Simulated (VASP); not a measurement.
ZnO: relaxation of cell and atoms with PBEsol

ZnO:

```xyz
4
Lattice="3.2300 0.0000 0.0000 -1.6150 2.7973 0.0000 0.0000 0.0000 5.2144" Properties=species:S:1:pos:R:3 pbc="T T T"
Zn    0.0000    1.8648    2.6074
Zn    1.6150    0.9324    0.0002
O     1.6150    0.9324    1.9761
O     0.0000    1.8648    4.5833
```

```yaml
Program: VASP 6.6.1
Task: relaxation of cell and atoms
Functional: PBEsol
Potentials_or_basis: VASP PAW PBE potentials, release 64 (Zn, O)
Cutoff: 600 eV
k_mesh: 8 × 8 × 4
Occupations: gaussian, width 0.01 eV
Spin: no spin polarisation
Target_pressure: 10 GPa
Dipole_correction: no
Further_INCAR_settings: ALGO = Normal; EDIFF = 1e-07; IBRION = 2; EDIFFG = -0.002; NSW = 100; ISIF = 3
```

```yaml
Relaxed_volume: 11.15 Å³/atom
Relaxed_cell: a = 3.171 Å, b = 3.171 Å, c = 5.119 Å, α = 90.00°, β = 90.00°, γ = 120.00°
Space_group_after_relaxing_to_0.1_Å: P6_3mc (No. 186)
Energy_change_on_relaxing_the_run_minimises_the_enthalpy: +20.4 meV/atom
Ionic_steps: 7
Pressure_after_relaxing: 10.0 GPa
Band_gap_on_the_k_mesh: 0.77 eV
```

Step by step:
| step | energy change (eV) | largest force (eV/Å) | pressure (GPa) | volume (Å³) |
| --- | --- | --- | --- | --- |
| 1 | 0.0000 | 0.0006 | 0.85 | 47.11 |
| 2 | 0.2543 | 0.0081 | 19.11 | 42.67 |
| 3 | 0.0806 | 0.0042 | 9.97 | 44.61 |
| 4 | 0.0836 | 0.0043 | 10.14 | 44.56 |
| 5 | 0.0800 | 0.0005 | 9.94 | 44.62 |
| 6 | 0.0812 | 0.0011 | 9.95 | 44.60 |
| 7 | 0.0818 | 0.0018 | 10.01 | 44.59 |

Final structure:
```
CELL_PARAMETERS angstrom
3.17143 0.00000 0.00000
-1.58571 2.74654 0.00000
0.00000 0.00000 5.11949
ATOMIC_POSITIONS crystal
Zn 0.33333 0.66667 0.50006
Zn 0.66667 0.33333 0.00006
O 0.66667 0.33333 0.37895
O 0.33333 0.66667 0.87895
```

Levels at points of the mesh, in eV from the valence-band top:
```
           k point  band 14  band 15  band 16  band 17  band 18  band 19  band 20  band 21  band 22
(0.00, 0.00, 0.00)    -0.88    -0.88    -0.11     0.00     0.00     0.77     5.35     8.28    13.11
(0.50, 0.00, 0.00)    -3.81    -3.05    -2.51    -1.42    -0.93     5.96     6.78     7.49     8.88
(0.00, 0.00, 0.50)    -2.32    -0.44    -0.44    -0.44    -0.44     3.50     3.50    10.17    10.17
(0.50, 0.00, 0.50)    -3.91    -1.66    -1.66    -1.52    -1.52     5.66     5.66     8.72     8.72
```

Run time: 110 s on 1 thread of Intel(R) Xeon(R) Platinum 8559C (Emerald Rapids), with other jobs on the host, peak memory 0.2 GiB.

Caveat: the cell is relaxed towards a set pressure, so the run minimises the enthalpy, not the energy; semilocal functionals underestimate gaps, and a narrow one can read as zero; the PAW data sets were made with another functional, which shifts forces and pressure a little.
